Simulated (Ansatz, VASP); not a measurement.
## HgTe in VASP and in Ansatz

```xyz
2
Lattice="0.0000 3.2753 3.2753 3.2753 0.0000 3.2753 3.2753 3.2753 0.0000" Properties=species:S:1:pos:R:3 pbc="T T T"
Hg    0.0000    0.0000    0.0000
Te    1.6377    1.6377    1.6377
```

Alike in both runs: task single point; functional BLYP; k mesh 6 × 6 × 6; occupations gaussian, width 0.05 eV; no spin polarisation.

```csv
,VASP,Ansatz
version,VASP 6.6.1,Ansatz 0.2.0
potentials or method,"VASP PAW PBE potentials, release 64 (Hg, Te), cutoff 500 eV","scalar-relativistic, plane waves, PAW"
valence electrons in the cell,18,36
```

|  | VASP | Ansatz | Ansatz less VASP |
| --- | --- | --- | --- |
| gap on the k mesh at the Fermi level (eV) | none | none | - |
| pressure (GPa) | 5.0 | 4.7 | -0.27 |

VASP's potentials were made for PBE, not for BLYP. A gap of «none» marks a metal or a gap that the smearing closes. VASP's potentials hold 18 valence electrons a cell and Ansatz's 36, so a difference there can come from the potentials and not from the codes.

Neither program's run includes spin-orbit coupling.
